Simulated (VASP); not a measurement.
# Al5O8 (a cell with a defect) in VASP: notebook

Al5O8 (a cell with a defect) is run at these levels: PBEsol; tasks: single point, relaxation of the atoms.

All numbers are computed with VASP 6.6.1; they aren't measurements. Logs are shortened: lines on timing, memory, paths and dates and some standing lists are left out, and cuts for length are marked.

**1. The cell of the first run**

The cell holds a defect, 39 atoms: a = 7.015 Å, b = 7.015 Å, c = 7.015 Å, α = 85.77°, β = 85.77°, γ = 85.77°.

**2. Single point, PBEsol, collinear spin (atoms taken out, then relaxed in part)**

Input file INCAR:

```
SYSTEM = Al5O8
PREC     = Accurate       ! precision mode
ENCUT    = 520            ! plane-wave cutoff, eV
EDIFF    = 1E-6           ! SCF threshold, eV
ISMEAR   = 0              ! smearing method
SIGMA    = 0.01           ! smearing width, eV
LREAL    = Auto         
LASPH    = .TRUE.         ! aspherical terms in the spheres
NELM     = 150            ! most SCF steps
ALGO     = Normal         ! electronic algorithm
ISIF     = 2              ! what is computed and relaxed
LWAVE    = .FALSE.        ! write WAVECAR
LCHARG   = .FALSE.        ! write CHGCAR
ISPIN    = 2              ! spin polarisation
MAGMOM   = 0 0 0 0 0 0 0 0 0 0 0 0 0 0 0 0 0 0 0.167 0 0 0.167 0 0 0.167 0 0 0 0 0.167 0 0 0 0 0.167 0 0.167 0 0 ! initial moments
LORBIT   = 11             ! projections on sites
GGA      = PS             ! functional
NBANDS   = 124            ! bands
```

Input file KPOINTS:

```
Automatic mesh
0
Gamma
  2 2 2
  0.5 0.5 0.5
```

Input file POSCAR:

```
Al5O8
1.0
    0.0000000000      5.5123800749      4.3382851433
   -4.7738611801     -2.7561900374      4.3382851433
    4.7738611801     -2.7561900374      4.3382851433
Al O
15 24
Direct
    0.1495925532      0.6484538048      0.6461926261
    0.6484538048      0.6461926261      0.1495925532
    0.6461926261      0.1495925532      0.6484538048
    0.3358475099      0.3358475099      0.3358475099
    0.3552602524      0.8492846946      0.8510965052
    0.8492846946      0.8510965052      0.3552602524
    0.8510965052      0.3552602524      0.8492846946
    0.6461979057      0.6461979057      0.6461979057
    0.6505976615      0.1461969020      0.1438626426
    0.1461969020      0.1438626426      0.6505976615
    0.1438626426      0.6505976615      0.1461969020
    0.8516396673      0.8516396673      0.8516396673
    0.8604497593      0.3454754682      0.3503191889
    0.3454754682      0.3503191889      0.8604497593
    0.3503191889      0.8604497593      0.3454754682
    0.7497493030      0.4022925765      0.5963718751
    0.7552360801      0.9025320347      0.0978827965
    0.2498522113      0.9006004511      0.5939756375
    0.2575444007      0.4201266999      0.0945872648
    0.5944243516      0.4029894884      0.2503944655
    0.5989090164      0.9023999404      0.7480152465
    0.0978092813      0.8812232709      0.2670973269
    0.0963634367      0.4062917442      0.7549429869
    0.4022925765      0.5963718751      0.7497493030
    0.4201266999      0.0945872648      0.2575444007
    0.9025320347      0.0978827965      0.7552360801
    0.9006004511      0.5939756375      0.2498522113
    0.5963718751      0.7497493030      0.4022925765
    0.5939756375      0.2498522113      0.9006004511
    0.0945872648      0.2575444007      0.4201266999
    0.0978827965      0.7552360801      0.9025320347
    0.4029894884      0.2503944655      0.5944243516
    0.4062917442      0.7549429869      0.0963634367
    0.9023999404      0.7480152465      0.5989090164
    0.8812232709      0.2670973269      0.0978092813
    0.2503944655      0.5944243516      0.4029894884
    0.2670973269      0.0978092813      0.8812232709
    0.7549429869      0.0963634367      0.4062917442
    0.7480152465      0.5989090164      0.9023999404
```

Potentials or basis: VASP PAW PBE potentials, release 64 (Al, O).

Started as:

```console
$ cat potpaw_PBE.64/Al/POTCAR potpaw_PBE.64/O/POTCAR > POTCAR
$ mpirun -np 1 vasp_std > vasp.out
```

OUTCAR:

```text
SYSTEM = Al5O8
   PREC = Accurate
   ENCUT = 520
   EDIFF = 1E-6
   ISMEAR = 0
   LREAL = Auto
   LASPH = .TRUE.
   NELM = 150
   ISIF = 2
   ISPIN = 2
   LORBIT = 11
   GGA = PS

 ion  position               nearest neighbor table
   1  0.150  0.648  0.646-  36 1.85  23 1.86  34 1.86  18 1.95  24 1.96  31 2.00   5 2.65  12 2.81
                            14 2.82  15 2.84   6 3.22   7 3.23   4 3.33
   2  0.648  0.646  0.150-  20 1.85  33 1.86  39 1.86  27 1.95  28 1.96  17 2.00   6 2.65  12 2.81
                            15 2.82  13 2.84   7 3.22   5 3.23   4 3.33
   3  0.646  0.150  0.648-  32 1.85  38 1.86  21 1.86  29 1.95  16 1.96  26 2.00   7 2.65  12 2.81
                            13 2.82  14 2.84   5 3.22   6 3.23   4 3.33
   4  0.336  0.336  0.336-  19 1.86  25 1.86  30 1.86  32 1.95  36 1.95  20 1.95  10 2.80  11 2.80
                             9 2.80  14 3.32  15 3.32  13 3.32   1 3.33   3 3.33   2 3.33
   5  0.355  0.849  0.851-  37 1.83  33 1.85  21 1.86  24 1.96  31 1.97  18 2.00   1 2.65   8 2.78
                            10 2.80  11 2.80   3 3.22   2 3.23
   6  0.849  0.851  0.355-  22 1.83  38 1.85  34 1.86  28 1.96  17 1.97  27 2.00   2 2.65   8 2.78
                            11 2.80   9 2.80   1 3.22   3 3.23
   7  0.851  0.355  0.849-  35 1.83  23 1.85  39 1.86  16 1.96  26 1.97  29 2.00   3 2.65   8 2.78
                             9 2.80  10 2.80   2 3.22   1 3.23
   8  0.646  0.646  0.646-  28 1.86  16 1.86  24 1.86  39 1.98  21 1.98  34 1.98  12 2.67   6 2.78
                             7 2.78   5 2.78  15 3.28  14 3.28  13 3.28
   9  0.651  0.146  0.144-  25 1.80  17 1.85  29 1.86  35 1.88  20 2.00  38 2.03  13 2.67   7 2.80
                             4 2.80   6 2.80  15 3.20  12 3.20  14 3.22
  10  0.146  0.144  0.651-  30 1.80  26 1.85  18 1.86  37 1.88  32 2.00  23 2.03  14 2.67   5 2.80
                             4 2.80   7 2.80  13 3.20  12 3.20  15 3.22
  11  0.144  0.651  0.146-  19 1.80  31 1.85  27 1.86  22 1.88  36 2.00  33 2.03  15 2.67   6 2.80
                             4 2.80   5 2.80  14 3.20  12 3.20  13 3.22
  12  0.852  0.852  0.852-  26 1.86  17 1.86  31 1.86  39 1.96  34 1.96  21 1.96   8 2.67   2 2.81
                             3 2.81   1 2.81  11 3.20  10 3.20   9 3.20
  13  0.860  0.345  0.350-  30 1.80  27 1.86  35 1.89  16 1.90  38 1.95  20 2.04   9 2.67   3 2.82
[... 15 lines left out ...]
  26  0.903  0.098  0.755-  10 1.85  12 1.86   7 1.97   3 2.00
  27  0.901  0.594  0.250-  11 1.86  13 1.86   2 1.95   6 2.00
  28  0.596  0.750  0.402-   8 1.86  15 1.90   6 1.96   2 1.96
  29  0.594  0.250  0.901-   9 1.86  14 1.86   3 1.95   7 2.00
  30  0.095  0.258  0.420-  10 1.80  13 1.80   4 1.86
  31  0.098  0.755  0.903-  11 1.85  12 1.86   5 1.97   1 2.00
  32  0.403  0.250  0.594-   3 1.85   4 1.95  10 2.00  14 2.04
  33  0.406  0.755  0.096-   5 1.85   2 1.86  15 1.95  11 2.03
  34  0.902  0.748  0.599-   6 1.86   1 1.86  12 1.96   8 1.98
  35  0.881  0.267  0.098-   7 1.83   9 1.88  13 1.89
  36  0.250  0.594  0.403-   1 1.85   4 1.95  11 2.00  15 2.04
  37  0.267  0.098  0.881-   5 1.83  10 1.88  14 1.89
  38  0.755  0.096  0.406-   6 1.85   3 1.86  13 1.95   9 2.03
  39  0.748  0.599  0.902-   7 1.86   2 1.86  12 1.96   8 1.98

  LATTYP: Found a trigonal (rhomboedric) cell.
 ALAT       =     7.0147738434
 COS(alpha) =     0.0737201435

  Lattice vectors:

 A1 = (   0.0000000000,   5.5123800749,   4.3382851433)
 A2 = (  -4.7738611801,  -2.7561900374,   4.3382851433)
 A3 = (   4.7738611801,  -2.7561900374,   4.3382851433)

Analysis of symmetry for initial positions (statically):
=====================================================================
 Subroutine PRICEL returns:
 Original cell was already a primitive cell.

 Routine SETGRP: Setting up the symmetry group for a
 trigonal (rhombohedral) supercell.

 Subroutine GETGRP returns: Found  3 space group operations
 (whereof  3 operations were pure point group operations)
 out of a pool of 12 trial point group operations.

[... 49 lines left out ...]
  ---------------------------------------------------
  free energy    TOTEN  =      -298.01454774 eV

  energy without entropy =     -298.01058752  energy(sigma->0) =     -298.01256763

 E-fermi :   5.4958     XC(G=0): -11.7130

 val. band max:        5.4929786655   @ k =  -0.2500   0.2500   0.2500
 cond. band min:       5.5154116936   @ k =  -0.2500   0.2500   0.2500
 fundamental gap:      0.0224330280
 Fermi energy:         5.4957880460

 spin component 1

 k-point     1 :       0.2500    0.2500    0.2500
  band No.  band energies     occupation
      1     -13.5667      1.00000
      2     -12.8636      1.00000
      3     -12.8219      1.00000
      4     -12.6650      1.00000
      5     -12.2936      1.00000
      6     -12.2794      1.00000
[... 207 lines left out ...]
    105      15.3316      0.00000
    106      15.4689      0.00000
 Fermi energy:         5.4957880460

 spin component 2

 k-point     1 :       0.2500    0.2500    0.2500
  band No.  band energies     occupation
      1     -13.5667      1.00000
      2     -12.8635      1.00000
      3     -12.8219      1.00000
      4     -12.6649      1.00000
      5     -12.2935      1.00000
      6     -12.2794      1.00000
[... 207 lines left out ...]
    105      15.3317      0.00000
    106      15.4689      0.00000
 [bands above 106 left out]

------------------------ aborting loop because EDIFF is reached ----------------------------------------

  FORCE on cell =-STRESS in cart. coord.  units (eV):
  Direction    XX          YY          ZZ          XY          YZ          ZX
  --------------------------------------------------------------------------------------
  -------------------------------------------------------------------------------------
  Total        3.7952814      3.7952814      6.0622940     -0.0000001      0.0000000      0.0000000
  in kB       17.7544112     17.7544112     28.3595468     -0.0000004      0.0000000      0.0000000
  external PRESSURE =      21.2894564 kB  Pullay stress =       0.0000000 kB

 VOLUME and BASIS-vectors are now :
 -----------------------------------------------------------------------------
  energy-cutoff  :      520.00
  volume of cell :      342.49
      direct lattice vectors                 reciprocal lattice vectors
     0.000000000  5.512380075  4.338285143     0.000000000  0.120939895  0.076835275
    -4.773861180 -2.756190037  4.338285143    -0.104737021 -0.060469947  0.076835275
     4.773861180 -2.756190037  4.338285143     0.104737021 -0.060469947  0.076835275

 POSITION                                       TOTAL-FORCE (eV/Angst)
 -----------------------------------------------------------------------------------
     -0.01079     -2.74368      6.26552         0.002465     -0.007712     -0.022467
     -2.37070      1.38119      6.26552        -0.007911      0.001721     -0.022467
      2.38149      1.36249      6.26552         0.005446      0.005991     -0.022467
      0.00000      0.00000      4.37101        -0.000000     -0.000000     -0.113133
      0.00865     -2.72824      8.91796        -0.098893     -0.196840      0.139928
     -2.36705      1.35663      8.91796        -0.121021      0.184064      0.139928
[... 31 lines left out ...]
      1.47955      2.77612      5.45582         0.073329     -0.045507      0.040274
      1.44882     -0.01455      9.75821        -0.057211     -0.020201     -0.017012
 -----------------------------------------------------------------------------------
    total drift:                               -0.000001      0.000001      0.000602

  FREE ENERGIE OF THE ION-ELECTRON SYSTEM (eV)
  ---------------------------------------------------
  free  energy   TOTEN  =      -298.0145477405 eV

  energy  without entropy=     -298.0105875217  energy(sigma->0) =     -298.01256763

 total charge

# of ion       s       p       d       tot
------------------------------------------
    1        0.313   0.404   0.000   0.717
    2        0.313   0.404   0.000   0.717
    3        0.313   0.404   0.000   0.717
    4        0.312   0.402   0.000   0.713
    5        0.315   0.410   0.000   0.726
    6        0.315   0.410   0.000   0.726
[... 31 lines left out ...]
   38        1.546   3.604   0.000   5.149
   39        1.544   3.617   0.000   5.161
--------------------------------------------------
tot         41.910  92.177   0.000 134.087

 magnetization (x)

# of ion       s       p       d       tot
------------------------------------------
    1        0.000   0.000   0.000   0.000
    2        0.000   0.000   0.000   0.000
    3        0.000   0.000   0.000   0.000
    4       -0.000   0.000   0.000   0.000
    5        0.000   0.000   0.000   0.000
    6        0.000   0.000   0.000   0.000
[... 31 lines left out ...]
   38        0.000   0.001   0.000   0.001
   39       -0.000   0.000   0.000   0.000
--------------------------------------------------
tot          0.000   0.011   0.000   0.011
```

Wall time 43 min (1 thread of Intel Xeon 8259CL, shared host); peak memory 0.59 GiB.

What came out:

```yaml
Free_energy: -298.0145 eV
Pressure: 2.1 GPa
Largest_force: 0.261 eV/Å
Net_moment: 0.00 μB per cell
Valence_electrons_inside_the_program's_atomic_spheres: Al 0.72, 0.71, 0.73, 0.74 (each value once); O 5.16, 5.13, 5.09, 5.07, 5.15 (each value once)
```

Forces in eV/Å, atoms in the order of the input:
```
Al   0.002 -0.008 -0.022
Al  -0.008  0.002 -0.022
Al   0.005  0.006 -0.022
Al   0.000  0.000 -0.113
Al  -0.099 -0.197  0.140
Al  -0.121  0.184  0.140
Al   0.220  0.013  0.140
Al   0.000  0.000  0.020
Al  -0.036  0.049  0.091
Al   0.061  0.007  0.091
Al  -0.025 -0.056  0.091
Al   0.000  0.000  0.082
Al  -0.023  0.193 -0.103
Al   0.179 -0.077 -0.103
Al  -0.156 -0.117 -0.103
O    0.000 -0.028  0.016
O    0.027 -0.005 -0.090
O    0.022  0.032 -0.035
O   -0.066 -0.019  0.059
O    0.003 -0.137  0.041
O    0.011  0.060 -0.017
O   -0.024 -0.051 -0.115
O   -0.076 -0.041  0.040
O   -0.024  0.014  0.016
O    0.016  0.067  0.059
O   -0.018 -0.021 -0.090
O    0.017 -0.036 -0.035
O    0.024  0.014  0.016
O   -0.039  0.003 -0.035
O    0.050 -0.047  0.059
O   -0.009  0.026 -0.090
O   -0.120  0.066  0.041
O    0.003  0.086  0.040
O    0.046 -0.039 -0.017
O   -0.032  0.046 -0.115
O    0.117  0.071  0.041
O    0.056  0.004 -0.115
O    0.073 -0.046  0.040
O   -0.057 -0.020 -0.017
```

Levels at points of the mesh, in eV from the Fermi level:
Spin up:
```csv
k point,band 92,band 93,band 94,band 95,band 96,band 97
"(0.25, 0.25, 0.25)",-0.34,-0.20,-0.12,0.02,0.03,7.10
```
Spin down:
| k point | band 92 | band 93 | band 94 | band 95 | band 96 | band 97 |
| --- | --- | --- | --- | --- | --- | --- |
| (0.25, 0.25, 0.25) | -0.34 | -0.20 | -0.12 | 0.02 | 0.03 | 7.10 |

Caveat: the k points lie up to 0.45 Å⁻¹ apart; the cell differs from its parent crystal (atoms taken out, then relaxed in part); the PAW data sets were made with another functional, which shifts forces and pressure a little.

**3. Relaxation of the atoms, PBEsol (atoms taken out)**

Input file INCAR:

```
PREC = Accurate ; ENCUT = 520
EDIFF = 1E-6 ; ISMEAR = 0
SIGMA = 0.01 ; LREAL = Auto
LASPH = T ; NELM = 100
ALGO = Fast ; ISIF = 2
LWAVE = F ; LCHARG = F
GGA = PS ; IBRION = 2
NSW = 65 ; EDIFFG = -0.025
NELECT = 190.0
```

KPOINTS is that of step 2.

Input file POSCAR:

```
Al5O8
1.0
    0.0000000000      5.5123800749      4.3382851433
   -4.7738611801     -2.7561900374      4.3382851433
    4.7738611801     -2.7561900374      4.3382851433
Al O
15 24
Direct
    0.1511277219      0.6475771157      0.6455887921
    0.6475771157      0.6455887921      0.1511277219
    0.6455887921      0.1511277219      0.6475771157
    0.3355092418      0.3355092418      0.3355092418
    0.3535302001      0.8514776597      0.8515992321
    0.8514776597      0.8515992321      0.3535302001
    0.8515992321      0.3535302001      0.8514776597
    0.6460123415      0.6460123415      0.6460123415
    0.6503017795      0.1477223493      0.1458178528
    0.1477223493      0.1458178528      0.6503017795
    0.1458178528      0.6503017795      0.1477223493
    0.8518894262      0.8518894262      0.8518894262
    0.8637612490      0.3430703871      0.3478268209
    0.3430703871      0.3478268209      0.8637612490
    0.3478268209      0.8637612490      0.3430703871
    0.7506936247      0.4024987042      0.5963066201
    0.7540688065      0.9021517335      0.0974502212
    0.2495623813      0.9005413301      0.5934756786
    0.2571813630      0.4207282542      0.0953644942
    0.5940705101      0.4031879263      0.2515283714
    0.5986743436      0.9026404037      0.7477765643
    0.0969640876      0.8826435115      0.2627702578
    0.0957993383      0.4068923699      0.7562959629
    0.4024987042      0.5963066201      0.7506936247
    0.4207282542      0.0953644942      0.2571813630
    0.9021517335      0.0974502212      0.7540688065
    0.9005413301      0.5934756786      0.2495623813
    0.5963066201      0.7506936247      0.4024987042
    0.5934756786      0.2495623813      0.9005413301
    0.0953644942      0.2571813630      0.4207282542
    0.0974502212      0.7540688065      0.9021517335
    0.4031879263      0.2515283714      0.5940705101
    0.4068923699      0.7562959629      0.0957993383
    0.9026404037      0.7477765643      0.5986743436
    0.8826435115      0.2627702578      0.0969640876
    0.2515283714      0.5940705101      0.4031879263
    0.2627702578      0.0969640876      0.8826435115
    0.7562959629      0.0957993383      0.4068923699
    0.7477765643      0.5986743436      0.9026404037
```

Potentials or basis: VASP PAW PBE potentials, release 64 (Al, O).

Started as:

```console
$ cat potpaw_PBE.64/Al/POTCAR potpaw_PBE.64/O/POTCAR > POTCAR
$ mpirun -np 1 vasp_std > vasp.out
```

Run time: 14 min. Hardware: 1 thread of Oxide Virtual Turin-like, shared host; peak memory 0.39 GiB.

Results (log left out):

```yaml
Free_energy: -292.4888 eV
Energy_gained_by_relaxing: 0.2 meV/atom
Ionic_steps: 4
Largest_force_after_relaxing: 0.025 eV/Å
```

Forces on the atoms (eV/Å):
```
Al   0.016  0.003  0.012
Al  -0.006 -0.015  0.012
Al  -0.010  0.012  0.012
Al   0.000  0.000  0.010
Al   0.002  0.003  0.001
Al   0.001 -0.004  0.001
Al  -0.004  0.001  0.001
Al   0.000  0.000 -0.019
Al  -0.001  0.008 -0.010
Al   0.007 -0.003 -0.010
Al  -0.006 -0.005 -0.010
Al   0.000  0.000  0.000
Al   0.017  0.012  0.013
Al   0.001 -0.021  0.013
Al  -0.019  0.009  0.013
O   -0.001  0.003  0.005
O    0.001  0.007 -0.001
O   -0.006  0.003 -0.005
O   -0.003 -0.002 -0.007
O   -0.006 -0.017 -0.002
O   -0.007 -0.003 -0.004
O   -0.011 -0.005 -0.003
O    0.006  0.005  0.004
O    0.003  0.000  0.005
O    0.000  0.004 -0.007
O    0.005 -0.005 -0.001
O    0.006  0.004 -0.005
O   -0.002 -0.002  0.005
O    0.000 -0.007 -0.005
O    0.003 -0.001 -0.007
O   -0.007 -0.002 -0.001
O   -0.011  0.014 -0.002
O    0.001 -0.007  0.004
O    0.001  0.008 -0.004
O    0.002  0.012 -0.003
O    0.018  0.003 -0.002
O    0.010 -0.007 -0.003
O   -0.007  0.003  0.004
O    0.007 -0.004 -0.004
```

Step by step:
| step | energy change (eV) | largest force (eV/Å) | pressure (GPa) |
| --- | --- | --- | --- |
| 1 | 0.0000 | 0.1585 | 7.11 |
| 2 | -0.0053 | 0.0675 | 7.15 |
| 3 | -0.0056 | 0.0577 | 7.14 |
| 4 | -0.0067 | 0.0245 | 7.14 |

Final structure:
```
CELL_PARAMETERS angstrom
0.00000 5.51238 4.33829
-4.77386 -2.75619 4.33829
4.77386 -2.75619 4.33829
ATOMIC_POSITIONS crystal
Al 0.15109 0.64755 0.64556
Al 0.64755 0.64556 0.15109
Al 0.64556 0.15109 0.64755
Al 0.33566 0.33566 0.33566
Al 0.35349 0.85237 0.85192
Al 0.85237 0.85192 0.35349
Al 0.85192 0.35349 0.85237
Al 0.64606 0.64606 0.64606
Al 0.65113 0.14805 0.14552
Al 0.14805 0.14552 0.65113
Al 0.14552 0.65113 0.14805
Al 0.85188 0.85188 0.85188
Al 0.86361 0.34260 0.34701
Al 0.34260 0.34701 0.86361
Al 0.34701 0.86361 0.34260
O 0.75075 0.40230 0.59628
O 0.75385 0.90201 0.09746
O 0.24951 0.90054 0.59314
O 0.25703 0.42123 0.09555
O 0.59312 0.40372 0.25196
O 0.59880 0.90261 0.74767
O 0.09697 0.88245 0.26265
O 0.09581 0.40694 0.75622
O 0.40230 0.59628 0.75075
O 0.42123 0.09555 0.25703
O 0.90201 0.09746 0.75385
O 0.90054 0.59314 0.24951
O 0.59628 0.75075 0.40230
O 0.59314 0.24951 0.90054
O 0.09555 0.25703 0.42123
O 0.09746 0.75385 0.90201
O 0.40372 0.25196 0.59312
O 0.40694 0.75622 0.09581
O 0.90261 0.74767 0.59880
O 0.88245 0.26265 0.09697
O 0.25196 0.59312 0.40372
O 0.26265 0.09697 0.88245
O 0.75622 0.09581 0.40694
O 0.74767 0.59880 0.90261
```

Levels at points of the mesh, in eV from the Fermi level:
```
           k point  band 90  band 91  band 92  band 93  band 94  band 95  band 96  band 97  band 98  band 99
(0.25, 0.25, 0.25)    -0.59    -0.55    -0.35    -0.22    -0.13     0.00     0.02     6.96     8.89     8.95
```

Caveat: the cell carries a net charge on a neutralising background, which shifts energy and pressure; the cell differs from its parent crystal (atoms taken out); the cell is charged against a uniform background, so pressure and absolute levels hang on convention; the PAW data sets were made with another functional, which shifts forces and pressure a little.
